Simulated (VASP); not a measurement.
## GaMo: single point with PBE

Crystal: GaMo.

```xyz
4
Lattice="4.6170 0.0000 0.0000 0.0000 2.7323 0.0000 0.0000 0.0000 4.8547" Properties=species:S:1:pos:R:3 pbc="T T T"
Ga    3.4628    0.0000    3.2226
Ga    1.1543    0.0000    1.6321
Mo    3.4628    1.3662    0.7714
Mo    1.1543    1.3662    4.0833
```

```json
{
  "Program": "VASP 6.6.1",
  "Task": "single point",
  "Functional": "PBE",
  "Potentials or basis": "VASP PAW PBE potentials, release 64 (Ga_d, Mo_sv)",
  "Cutoff": "520 eV",
  "k mesh": "4 × 6 × 4",
  "Occupations": "gaussian, width 0.1 eV",
  "Spin": "no spin polarisation",
  "Dipole correction": "no",
  "Further INCAR settings": "ALGO = Normal; EDIFF = 1e-06; NBANDS = 35"
}
```

| Quantity | Value |
| --- | --- |
| Pressure | 0.3 GPa |
| Largest force | 0.007 eV/Å |
| Band gap on the k mesh | zero (band 27 reaches 11.32 eV, above the bottom of band 28 at 9.62 eV) |

Forces in eV/Å, atoms in the order of the input:
```
Ga   0.000  0.000 -0.007
Ga   0.000  0.000  0.007
Mo   0.000  0.000  0.003
Mo   0.000  0.000 -0.003
```

Levels at points of the mesh, in eV from the Fermi level:
| k point | band 23 | band 24 | band 25 | band 26 | band 27 | band 28 | band 29 | band 30 | band 31 | band 32 |
| --- | --- | --- | --- | --- | --- | --- | --- | --- | --- | --- |
| (0.00, 0.00, 0.00) | -3.21 | -3.11 | -1.89 | -0.74 | 0.55 | 0.72 | 1.09 | 1.62 | 1.65 | 2.26 |
| (0.50, 0.00, 0.00) | -2.80 | -2.80 | -2.26 | -2.26 | 0.66 | 0.66 | 0.75 | 0.75 | 1.91 | 1.91 |
| (0.00, 0.50, 0.00) | -4.10 | -3.82 | -1.67 | -1.50 | 0.01 | 0.12 | 1.14 | 3.09 | 3.76 | 3.93 |
| (0.50, 0.50, 0.00) | -4.24 | -4.24 | -1.58 | -1.58 | 0.93 | 0.93 | 1.11 | 1.11 | 3.59 | 3.59 |
| (0.00, 0.00, 0.50) | -3.92 | -2.89 | -2.24 | -1.68 | 0.76 | 0.83 | 1.08 | 1.10 | 1.55 | 2.20 |
| (0.50, 0.00, 0.50) | -2.97 | -2.97 | -2.40 | -2.40 | 0.46 | 0.46 | 1.16 | 1.16 | 2.08 | 2.08 |
| (0.00, 0.50, 0.50) | -3.68 | -2.73 | -1.49 | -1.17 | -0.84 | -0.11 | 0.78 | 1.18 | 2.88 | 3.60 |
| (0.50, 0.50, 0.50) | -2.60 | -2.60 | -1.35 | -1.35 | -0.42 | -0.42 | 0.26 | 0.26 | 2.70 | 2.70 |

Run time: 24 s on 1 thread of Intel(R) Xeon(R) 6975P-C (Granite Rapids), on a shared host, peak memory 0.2 GiB.

Caveat: the k points lie up to 0.38 Å⁻¹ apart.
